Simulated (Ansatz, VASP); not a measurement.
## Tl2F in VASP and in Ansatz

File INCAR:

```
SYSTEM = Tl2F
PREC = Accurate
ENCUT = 600
EDIFF = 1E-6
ISMEAR = 0
SIGMA = 0.1
LREAL = .FALSE.
LASPH = .TRUE.
NELM = 100
ALGO = Fast
ISIF = 3
LWAVE = .FALSE.
LCHARG = .FALSE.
GGA = PE
IBRION = 2
NSW = 100
EDIFFG = -0.01
```

Contents of KPOINTS:

```
Automatic mesh
0
G
  12 12 14
  0 0 0
```

POSCAR

```
Tl2F
1.0
    5.2324286674      0.0000000000      0.0000000000
   -2.6162143337      4.5314161495      0.0000000000
    0.0000000000      0.0000000000      3.4406746962
Tl F
2 1
Direct
    0.3333333333      0.6666666667      0.5000000000
    0.6666666667      0.3333333333      0.5000000000
    0.0000000000      0.0000000000      0.5000000000
```

Input for Ansatz:

```yaml
crystal:
  lattice:
    - [5.2324286674, 0.0, 0.0]
    - [-2.6162143337, 4.5314161495, 0.0]
    - [0.0, 0.0, 3.4406746962]
  atoms:
    - { symbol: Tl, position: [0.3333333333, 0.6666666667, 0.5] }
    - { symbol: Tl, position: [0.6666666667, 0.3333333333, 0.5] }
    - { symbol: F, position: [0.0, 0.0, 0.5] }
basis:
  ecutwfc: 420
kpoints:
  mp_grid: { grid: [12, 12, 14] }
hamiltonian:
  xc: pbe
scf:
  occupations: { method: gaussian, width: 0.1 }
output:
  forces: true
  stress: true
  eigenvalues: true
  write_density: true
  write_potential: true
  elf: true
  volumetric_format: npy
relax:
  adjacent_minimum: "off"
  f_tol: 0.01
  max_steps: 80
  cell: { stress_tol: 0.05 }
```

Alike in both runs: task relaxation of cell and atoms; functional PBE; k mesh 12 × 12 × 14; occupations gaussian, width 0.1 eV; no spin polarisation.

|  | VASP | Ansatz |
| --- | --- | --- |
| version | VASP 6.6.1 | Ansatz 0.2.0 |
| potentials or method | VASP PAW PBE potentials, release 64 (Tl_d, F), cutoff 600 eV | scalar-relativistic, plane waves, PAW |
| valence electrons in the cell | 33 | 33 |

Ansatz gave:

```
gap on the k mesh at the Fermi level, each at its own relaxed structure (eV)  : none
relaxed volume (Å³/atom)                                                      : 27.25
relaxed length of the cell vector where the two differ most in proportion (Å) : 5.217
```

Question: Estimate VASP's values.

Answer: gap on the k mesh at the Fermi level, each at its own relaxed structure (eV): none; relaxed volume (Å³/atom): 27.19; relaxed length of the cell vector where the two differ most in proportion (Å): 5.213.

A gap of «none» marks a metal or a gap that the smearing closes.

Neither program's run includes spin-orbit coupling.
